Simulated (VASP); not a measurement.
## HgTe: single point with PBEsol

The system is HgTe.

```
Hg Te
1.0
     0.00000    3.25589    3.25589
     3.25589    0.00000    3.25589
     3.25589    3.25589    0.00000
Hg Te
1 1
Direct
  0.00000 0.00000 0.00000
  0.75000 0.75000 0.75000
```

```yaml
Program: VASP 6.6.1
Task: single point
Functional: PBEsol
Potentials_or_basis: VASP PAW PBE potentials, release 64 (Hg, Te)
Cutoff: 520 eV
k_mesh: 10 × 10 × 10
Occupations: gaussian, width 0.15 eV
Spin: no spin polarisation
```

The pressure is 0.1 GPa. The band gap on the k mesh is zero (filled and empty bands touch).

Levels at points of the mesh, in eV from the Fermi level:
```
           k point  band 7  band 8  band 9  band 10  band 11  band 12
(0.00, 0.00, 0.00)   -0.96   -0.10   -0.10    -0.10     4.12     4.12
(0.50, 0.00, 0.00)   -5.49   -1.05   -1.05     0.54     4.90     4.90
(0.50, 0.50, 0.00)   -5.45   -2.30   -2.30     1.75     2.34     7.92
```

Wall time 75 s on 1 thread of Intel Xeon 8259CL (shared host), peak memory 0.23 GiB.

Caveat: semilocal functionals underestimate gaps, and a narrow one can read as zero; the PAW data sets were made with another functional, which shifts forces and pressure a little; spin-orbit coupling is left out, which moves the levels of the heavy elements.
